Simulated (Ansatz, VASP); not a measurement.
FeO in VASP and in Ansatz

The input INCAR:

```
PREC = Accurate
ENCUT = 700
EDIFF = 1E-6
ISMEAR = 0
SIGMA = 0.05
LREAL = False
LASPH = True
NELM = 200
ALGO = Normal
ISIF = 2
LWAVE = False
LCHARG = False
ISPIN = 2
MAGMOM = 3.78 0.25
LORBIT = 11
LMAXMIX = 4
LDAU = True
LDAUTYPE = 1
LDAUL = 2 -1
LDAUU = 5 0
LDAUJ = 0.9 0
LDAUPRINT = 1
NBANDS = 22
GGA_COMPAT = False
```

The input KPOINTS:

```
Automatic mesh
0
Gamma
  8 8 8
```

Contents of POSCAR:

```
FeO
1.0
    0.0000000000      2.1554001600      2.1554001600
    2.1554001600      0.0000000000      2.1554001600
    2.1554001600      2.1554001600      0.0000000000
Fe O
1 1
Direct
    0.0000000000      0.0000000000      0.0000000000
    0.5000000000      0.5000000000      0.5000000000
```

Input for Ansatz:

```yaml
crystal:
  lattice:
    - [0.0, 2.15540016, 2.15540016]
    - [2.15540016, 0.0, 2.15540016]
    - [2.15540016, 2.15540016, 0.0]
  atoms:
    - { symbol: Fe, position: [0.0, 0.0, 0.0], spin: 4.0 }
    - { symbol: O, position: [0.5, 0.5, 0.5] }
basis:
  ecutwfc: 420
  ecutrho_ratio: 4
kpoints:
  mp_grid: { grid: [8, 8, 8] }
hamiltonian:
  xc: lda
  hubbard:
    sites:
      - { site: 0, l: d, u: 5.0, j: 0.9, starting_ns: [{ spin: up, occupation_matrix: s0up }, { spin: down, occupation_matrix: s0down }] }
    occupation_matrices:
      s0up:
        matrix:
          - [0.97, 0.0, 0.0, 0.0, 0.0]
          - [0.0, 0.97, 0.0, 0.0, 0.0]
          - [0.0, 0.0, 0.97, 0.0, 0.0]
          - [0.0, 0.0, 0.0, 0.97, 0.0]
          - [0.0, 0.0, 0.0, 0.0, 0.97]
      s0down:
        matrix:
          - [0.97, 0.0, 0.0, 0.0, 0.0]
          - [0.0, 0.02, 0.0, 0.0, 0.0]
          - [0.0, 0.0, 0.02, 0.0, 0.0]
          - [0.0, 0.0, 0.0, 0.02, 0.0]
          - [0.0, 0.0, 0.0, 0.0, 0.02]
    ns_hold: { iters: 12 }
scf:
  occupations: { method: gaussian, width: 0.05 }
  lower_state_search: "off"
  max_iter: 150
output:
  forces: true
  stress: true
  eigenvalues: true
  populations: true
  hubbard: { sites: [{ site: 0, l: d }] }
magnetization:
  spin_polarized: true
```

Alike in both runs: task single point; functional LDA; k mesh 8 × 8 × 8; occupations gaussian, width 0.05 eV; collinear spin; Hubbard terms Fe d U = 5.0 eV, J = 0.9 eV.

|  | VASP | Ansatz |
| --- | --- | --- |
| version | VASP 6.6.1 | Ansatz 0.2.0 |
| potentials or method | VASP PAW LDA potentials, release 64 (Fe_sv, O), cutoff 700 eV | scalar-relativistic, plane waves, PAW |
| valence electrons in the cell | 22 | 22 |

Ansatz gave:

```
pressure (GPa)                                                : -0.7
traceless stress, the component that is largest in VASP (GPa) : 5.47
net moment per atom (μB)                                      : 2.00
size of the moment on the site where the two differ most (μB) : 3.43
```

Problem. What did VASP give for the same quantities?

Solution. Pressure (GPa): -15.1; traceless stress, the component that is largest in VASP (GPa): 0.00; net moment per atom (μB): 2.00; size of the moment on the site where the two differ most (μB): 3.62.

LDA's correlation is that of Perdew and Zunger in VASP and of Perdew and Wang (1992) in Ansatz. Site moments also hang on the region over which each program counts them. The programs project onto different local orbitals, so the same U acts differently, and such runs can settle in different states. Ansatz's warnings: specified occupation not kept, symmetry narrowed by occupation matrices.
